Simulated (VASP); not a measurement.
**Ti: single point with PBEsol**

The system is Ti.

```
Ti
1.0
     2.97269    0.00000    0.00000
    -1.48635    2.57443    0.00000
     0.00000    0.00000    4.70558
Ti
2
Direct
  0.33333 0.66667 0.25000
  0.66667 0.33333 0.75000
```

This cell differs from its parent crystal: the cell strained.

```yaml
Program: VASP 6.6.1
Task: single point
Functional: PBEsol
Potentials_or_basis: VASP PAW PBE potentials, release 64 (Ti_sv)
Cutoff: 520 eV
k_mesh: 18 × 18 × 10
Occupations: gaussian, width 0.15 eV
Spin: no spin polarisation
Dipole_correction: no
Further_INCAR_settings: ALGO = Fast; EDIFF = 1e-07; NBANDS = 19
```

```yaml
Pressure: -7.9 GPa
Band_gap_on_the_k_mesh: zero (bands 12 and 13 overlap by 1.08 eV)
```

Stress tensor (GPa, compression positive):
```
-7.82  0.00  0.00
 0.00 -7.82  0.00
 0.00  0.00 -8.06
```

Levels at points of the mesh, in eV from the Fermi level:
```tsv
k point	band 8	band 9	band 10	band 11	band 12	band 13	band 14	band 15	band 16	band 17
(0.00, 0.00, 0.00)	-32.67	-6.12	-2.60	0.70	0.75	0.75	0.87	1.23	1.23	1.55
(0.50, 0.00, 0.00)	-32.73	-2.30	-2.06	-1.76	-0.65	0.46	0.60	1.13	3.20	3.42
(0.00, 0.00, 0.50)	-32.71	-4.31	-4.31	0.09	0.09	0.66	0.66	0.66	0.66	2.68
(0.50, 0.00, 0.50)	-32.81	-2.46	-2.46	-0.77	-0.77	1.24	1.24	1.66	1.66	3.34
```

It took 3 min on 1 thread of Intel(R) Xeon(R) 6975P-C (Granite Rapids), with other jobs on the host, peak memory 0.25 GiB.

Caveat: the cell differs from its parent crystal (the cell strained); the cell stands under tension; the PAW data sets were made with another functional, which shifts forces and pressure a little.
